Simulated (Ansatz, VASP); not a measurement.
# Rh in VASP and in Ansatz

```
Rh
1.0
     0.00000    1.86273    1.86273
     1.86273    0.00000    1.86273
     1.86273    1.86273    0.00000
Rh
1
Direct
  0.00000 0.00000 0.00000
```

Change from the starting cell: volume scaled by 0.94.

Alike in both runs: task single point; functional PBE; k mesh 16 × 16 × 16; occupations fermi-dirac, width 0.08 eV; no spin polarisation.

```csv
,VASP,Ansatz
version,VASP 6.6.1,Ansatz 0.2.0
potentials or method,"VASP PAW PBE potentials, release 64 (Rh_pv), cutoff 520 eV","all-electron LAPW, scalar-relativistic"
```

|  | VASP | Ansatz | Ansatz less VASP |
| --- | --- | --- | --- |
| pressure (GPa) | 26.8 | 26.7 | -0.10 |

Ansatz ran all-electron here, and VASP with PAW potentials.
